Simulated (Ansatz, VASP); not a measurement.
# Tl in VASP and in Ansatz

```
Tl
1.0
     0.00000    2.41121    2.41121
     2.41121    0.00000    2.41121
     2.41121    2.41121    0.00000
Tl
1
Direct
  0.00000 0.00000 0.00000
```

Alike in both runs: task relaxation of cell and atoms; functional LDA; k mesh 11 × 11 × 11; occupations fermi-dirac, width 0.1 eV; no spin polarisation.

|  | VASP | Ansatz |
| --- | --- | --- |
| version | VASP 6.6.1 | Ansatz 0.2.0 |
| potentials or method | VASP PAW LDA potentials, release 64 (Tl_d), cutoff 600 eV | plane waves (420 eV) with PAW, scalar-relativistic |
| valence electrons in the cell | 13 | 13 |

|  | VASP | Ansatz | Ansatz less VASP |
| --- | --- | --- | --- |
| relaxed volume (Å³/atom) | 27.22 | 27.12 | -0.093 |
| relaxed cell length with the largest relative difference (Å) | 3.376 | 3.372 | -0.0039 |

Ansatz warns that its potentials were made for another functional, while VASP's fit it. LDA's correlation is that of Perdew and Zunger in VASP and of Perdew and Wang (1992) in Ansatz.

Neither program's run includes spin-orbit coupling.
